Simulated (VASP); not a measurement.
# Ir (P6_3/mmc) in VASP: a series of runs

The runs below take Ir through single point, with PBEsol.

All numbers are computed with VASP 6.6.1; they aren't measurements. Logs are shortened: lines on timing, memory, paths and dates and some standing lists are left out, and cuts for length are marked.

## (1) The cell of the first run

It takes space group P6_3/mmc (No. 194, hexagonal). Conventional cell: a = 2.521 Å, b = 2.521 Å, c = 5.315 Å, α = 90.00°, β = 90.00°, γ = 120.00°. Within 3.3 Å of Ir (site symmetry -6m2) lie 12 Ir at 2.52 to 3.03 Å.

## (2) Single point, PBEsol

INCAR reads:

```
SYSTEM = Ir
PREC = Accurate
ENCUT = 520
EDIFF = 1E-6
ISMEAR = 0
SIGMA = 0.15
LREAL = .False.
LASPH = .True.
NELM = 100
ALGO = Fast
ISIF = 2
LWAVE = .False.
LCHARG = .False.
GGA = PS
NBANDS = 16
```

KPOINTS reads:

```
regular mesh
0
Gamma
  24 24 12
  0 0 0
```

POSCAR reads:

```
Ir
1.0
    2.5209784096      0.0000000000      0.0000000000
   -1.2604892048      2.1832313451      0.0000000000
    0.0000000000      0.0000000000      5.3152050834
Ir
2
Direct
    0.6666666667      0.3333333333      0.7500000000
    0.3333333333      0.6666666667      0.2500000000
```

Potentials or basis: VASP PAW PBE potentials, release 64 (Ir).

On the command line:

```bash
$ cat potpaw_PBE.64/Ir/POTCAR > POTCAR
$ mpirun -np 1 vasp_std > vasp.out
```

OUTCAR:

```text
SYSTEM = Ir
   PREC = Accurate
   ENCUT = 520
   EDIFF = 1E-6
   ISMEAR = 0
   LREAL = .False.
   LASPH = .True.
   NELM = 100
   ISIF = 2
   GGA = PS

 ion  position               nearest neighbor table
   1  0.667  0.333  0.750-   2 3.03   2 3.03   2 3.03   2 3.03   2 3.03   2 3.03
   2  0.333  0.667  0.250-   1 3.03   1 3.03   1 3.03   1 3.03   1 3.03   1 3.03

  LATTYP: Found a hexagonal cell.
 ALAT       =     2.5209784096
 C/A-ratio  =     2.1083897677

  Lattice vectors:

 A1 = (   2.5209784096,   0.0000000000,   0.0000000000)
 A2 = (  -1.2604892048,   2.1832313451,   0.0000000000)
 A3 = (   0.0000000000,   0.0000000000,   5.3152050834)

Analysis of symmetry for initial positions (statically):
=====================================================================
 Subroutine PRICEL returns:
 Original cell was already a primitive cell.

 Routine SETGRP: Setting up the symmetry group for a
 hexagonal supercell.

 Subroutine GETGRP returns: Found 24 space group operations
 (whereof 12 operations were pure point group operations)
 out of a pool of 24 trial point group operations.

The static configuration has the point symmetry D_3d.
 The point group associated with its full space group is D_6h.

Analysis of symmetry for dynamics (positions and initial velocities):
=====================================================================
 Subroutine PRICEL returns:
 Original cell was already a primitive cell.

 Routine SETGRP: Setting up the symmetry group for a
 hexagonal supercell.

 Subroutine GETGRP returns: Found 24 space group operations
 (whereof 12 operations were pure point group operations)
 out of a pool of 24 trial point group operations.

The dynamic configuration has the point symmetry D_3d.
 The point group associated with its full space group is D_6h.

 Subroutine INISYM returns: Found 24 space group operations
 (whereof 12 operations are pure point group operations),
 and found     1 'primitive' translations

----------------------------------------------------------------------------------------

                                     Primitive cell

  volume of cell :      29.2542

  direct lattice vectors                    reciprocal lattice vectors
     2.520978410  0.000000000  0.000000000     0.396671386  0.229018332  0.000000000
    -1.260489205  2.183231345  0.000000000     0.000000000  0.458036663  0.000000000
     0.000000000  0.000000000  5.315205083     0.000000000  0.000000000  0.188139495

  length of vectors
     2.520978410  2.520978410  5.315205083     0.458036663  0.458036663  0.188139495

  position of ions in fractional coordinates (direct lattice)
     0.666666667  0.333333333  0.750000000
     0.333333333  0.666666667  0.250000000

  ion indices of the primitive-cell ions
   primitive index   ion index
                 1           1
                 2           2

----------------------------------------------------------------------------------------

 KPOINTS: regular mesh

Automatic generation of k-mesh.
 Grid dimensions read from file:
 generate k-points for:   24   24   12

 Generating k-lattice:

  Cartesian coordinates                     Fractional coordinates (reciprocal lattice)
     0.016527974  0.009542430  0.000000000     0.041666667 -0.000000000  0.000000000
     0.000000000  0.019084861  0.000000000     0.000000000  0.041666667  0.000000000
     0.000000000  0.000000000  0.015678291     0.000000000  0.000000000  0.083333333

  Length of vectors
     0.019084861  0.019084861  0.015678291

  Shift w.r.t. Gamma in fractional coordinates (k-lattice)
     0.000000000  0.000000000  0.000000000

 Subroutine IBZKPT returns following result:
 ===========================================

 Found    427 irreducible k-points:

 Following reciprocal coordinates:
            Coordinates               Weight
  0.000000  0.000000  0.000000      1.000000
  0.041667 -0.000000  0.000000      6.000000
  0.083333  0.000000  0.000000      6.000000
  0.125000 -0.000000  0.000000      6.000000
  0.166667 -0.000000  0.000000      6.000000
  0.208333  0.000000  0.000000      6.000000
[... 16 lines left out ...]
  0.416667  0.041667  0.000000     12.000000
  0.458333  0.041667  0.000000     12.000000
 [... further k-points ...]
   k-points           NKPTS =    427   k-points in BZ     NKDIM =    427   number of bands    NBANDS=     16
   number of dos      NEDOS =    301   number of ions     NIONS =      2
   total plane-waves  NPLWV =  16000
   dimension x,y,z NGX =    20 NGY =   20 NGZ =   40
   dimension x,y,z NGXF=    40 NGYF=   40 NGZF=   80
   ions per type =               2
   NGX,Y,Z   is equivalent  to a cutoff of  13.19, 13.19, 12.51 a.u.
   NGXF,Y,Z  is equivalent  to a cutoff of  26.38, 26.38, 25.02 a.u.
 SYSTEM =  Ir
   PREC   = accura    normal or accurate (medium, high low for compatibility)
   ISTART =      0    job   : 0-new  1-cont  2-samecut
   ICHARG =      2    charge: 1-file 2-atom 10-const
   ISPIN  =      1    spin polarized calculation?
   LNONCOLLINEAR =      F non collinear calculations
   LSORBIT =      F    spin-orbit coupling
   LASPH  =      T    aspherical Exc in radial PAW
   ENCUT  =  520.0 eV  38.22 Ry    6.18 a.u.   4.69  4.69  9.88*2*pi/ulx,y,z
   NELM   =    100;   NELMIN=  2; NELMDL= -5     # of ELM steps
   EDIFF  = 0.1E-05   stopping-criterion for ELM
   LREAL  =      F    real-space projection
   EDIFFG = 0.1E-04   stopping-criterion for IOM
   NSW    =      0    number of steps for IOM
   IBRION =     -1    ionic relax: 0-MD 1-quasi-New 2-CG
   NFREE  =      0    steps in history (QN), initial steepest desc. (CG)
   ISIF   =      2    stress and relaxation
   ISYM   =      2    0-nonsym 1-usesym 2-fastsym
   POTIM  = 0.5000    time-step for ionic-motion
   TEBEG  =    0.0;   TEEND  =   0.0 temperature during run
   PSTRESS=    0.0 pullay stress
   NELECT =      18.0000    total number of electrons
   NUPDOWN=      -1.0000    fix difference up-down
   EMIN   =  10.00;   EMAX   =-10.00  energy-range for DOS
   EFERMI =   0.00;   METHOD = LEGACY
   ISMEAR =     0;   SIGMA  =   0.15  broadening in eV -4-tet -1-fermi 0-gaus
   EFERMI_NEDOS =   21; number of points for ismear=-14 and -15
   IALGO  =     68    algorithm
   IMIX   =      4    mixing-type and parameters
     AMIX     =   0.40;   BMIX     =  1.00
     AMIX_MAG =   1.60;   BMIX_MAG =  1.00
  volume/ion in A,a.u.               =      14.63        98.71
  Fermi-wavevector in a.u.,A,eV,Ry     =   1.392417  2.631287 26.379323  1.938826
  Thomas-Fermi vector in A             =   2.516162
   LORBIT       =      0    0 simple, 1 ext, 2 COOP (PROOUT), +10 PAW based schemes
   GGA     = PS    functional components
   LHFCALC =     F    Hartree Fock is set to
   AEXX    =    0.0000 exact exchange contribution
   IVDW    =     0    specifies the selected vdW correction
   LEPSILON=     F    determine dielectric tensor
   LRPA    =     F    only Hartree local field effects (RPA)
 non-spin polarized calculation
 RMM-DIIS sequential band-by-band and
 Gauss-broadening in eV      SIGMA  =   0.15
  energy-cutoff  :      520.00
  volume of cell :       29.25
 maximum number of plane-waves:       812
 NGX is ok and might be reduce to    20
   NGX =  9   NGY =  9   NGZ = 19

 number of electron      18.0000001 magnetization

 Free energy of the ion-electron system (eV)
  ---------------------------------------------------
  ext. energy  EPLUGINS =         0.00000000
  ---------------------------------------------------
  free energy    TOTEN  =       -17.97920514 eV

  energy without entropy =      -17.94946996  energy(sigma->0) =      -17.96433755

 E-fermi :   9.5248     XC(G=0): -13.8209

 val. band max:        9.5246197571   @ k =   0.0417   0.0417   0.1667
 cond. band min:       9.5248964987   @ k =   0.0833   0.0833   0.4167
 fundamental gap:      0.0002767416
 Fermi energy:         9.5247564036

 k-point     1 :       0.0000    0.0000    0.0000
  band No.  band energies     occupation
      1      -1.2065      2.00000
      2       0.7132      2.00000
      3       3.8507      2.00000
      4       5.9529      2.00000
      5       5.9529      2.00000
      6       6.1354      2.00000
[... 8 lines left out ...]
     15      25.7044      0.00000
     16      26.9178      0.00000

 k-point     2 :       0.0417   -0.0000    0.0000
  band No.  band energies     occupation
      1      -1.1180      2.00000
      2       0.8085      2.00000
      3       3.8959      2.00000
      4       5.8872      2.00000
      5       6.0296      2.00000
      6       6.0721      2.00000
[... 8 lines left out ...]
     15      25.8715      0.00000
     16      27.0957      0.00000

 k-point     3 :       0.0833    0.0000    0.0000
  band No.  band energies     occupation
      1      -0.8582      2.00000
      2       1.0854      2.00000
      3       4.0262      2.00000
      4       5.7080      2.00000
      5       5.9022      2.00000
      6       6.2580      2.00000
[... 8 lines left out ...]
     15      26.3350      0.00000
     16      27.5994      0.00000

 k-point     4 :       0.1250   -0.0000    0.0000
  band No.  band energies     occupation
      1      -0.4457      2.00000
      2       1.5118      2.00000
      3       4.2170      2.00000
      4       5.4620      2.00000
      5       5.6971      2.00000
      6       6.0033      2.00000
[... 8 lines left out ...]
     15      26.9300      0.00000
     16      28.3110      0.00000
[... 324 lines left out ...]
 k-point    22 :       0.3750    0.0417    0.0000
  band No.  band energies     occupation
      1       1.8078      2.00000
      2       1.9995      2.00000
      3       3.2744      2.00000
      4       5.2690      2.00000
      5       5.5815      2.00000
      6       7.4368      2.00000
[... 8 lines left out ...]
     15      23.0144      0.00000
     16      24.7932      0.00000

 k-point    23 :       0.4167    0.0417    0.0000
  band No.  band energies     occupation
      1       1.7138      2.00000
      2       1.8662      2.00000
      3       3.1134      2.00000
      4       5.0470      2.00000
      5       6.0804      2.00000
      6       7.6313      2.00000
[... 8 lines left out ...]
     15      22.5460      0.00000
     16      22.8930      0.00000

 k-point    24 :       0.4583    0.0417    0.0000
  band No.  band energies     occupation
      1       1.6537      2.00000
      2       1.7998      2.00000
      3       3.0325      2.00000
      4       4.9344      2.00000
      5       6.4203      2.00000
      6       7.6310      2.00000
[... 8 lines left out ...]
     15      21.3329      0.00000
     16      22.2773      0.00000

 [... further k-points ...]
[... 5 lines left out ...]
  --------------------------------------------------------------------------------------
  -------------------------------------------------------------------------------------
  Total        9.3660182      9.3660182     -7.4830897     -0.0000000     -0.0000000      0.0000000
  in kB      512.9519292    512.9519292   -409.8289399     -0.0000000     -0.0000000      0.0000000
  external PRESSURE =     205.3583062 kB  Pullay stress =       0.0000000 kB

 VOLUME and BASIS-vectors are now :
 -----------------------------------------------------------------------------
  energy-cutoff  :      520.00
  volume of cell :       29.25
      direct lattice vectors                 reciprocal lattice vectors
     2.520978410  0.000000000  0.000000000     0.396671386  0.229018332  0.000000000
    -1.260489205  2.183231345  0.000000000     0.000000000  0.458036663  0.000000000
     0.000000000  0.000000000  5.315205083     0.000000000  0.000000000  0.188139495

 POSITION                                       TOTAL-FORCE (eV/Angst)
 -----------------------------------------------------------------------------------
      1.26049      0.72774      3.98640        -0.000000     -0.000000      0.000000
     -0.00000      1.45549      1.32880         0.000000      0.000000      0.000000
 -----------------------------------------------------------------------------------
    total drift:                               -0.000000      0.000000     -0.000000

  FREE ENERGIE OF THE ION-ELECTRON SYSTEM (eV)
  ---------------------------------------------------
  free  energy   TOTEN  =       -17.9792051406 eV

  energy  without entropy=      -17.9494699570  energy(sigma->0) =      -17.96433755
```

Wall time 1.8 min (1 thread of Intel Xeon Platinum 8488C (Sapphire Rapids), shared host); peak memory 0.28 GiB.

Results:

* Free energy: -17.9792 eV
* Pressure: 20.5 GPa
* Band gap on the k mesh: zero (band 9 reaches 12.25 eV, above the bottom of band 10 at 8.66 eV)

Caveat: the PAW data sets were made with another functional, which shifts forces and pressure a little; spin-orbit coupling is left out, which moves the levels of the heavy elements.

[end of part 1 of 2]
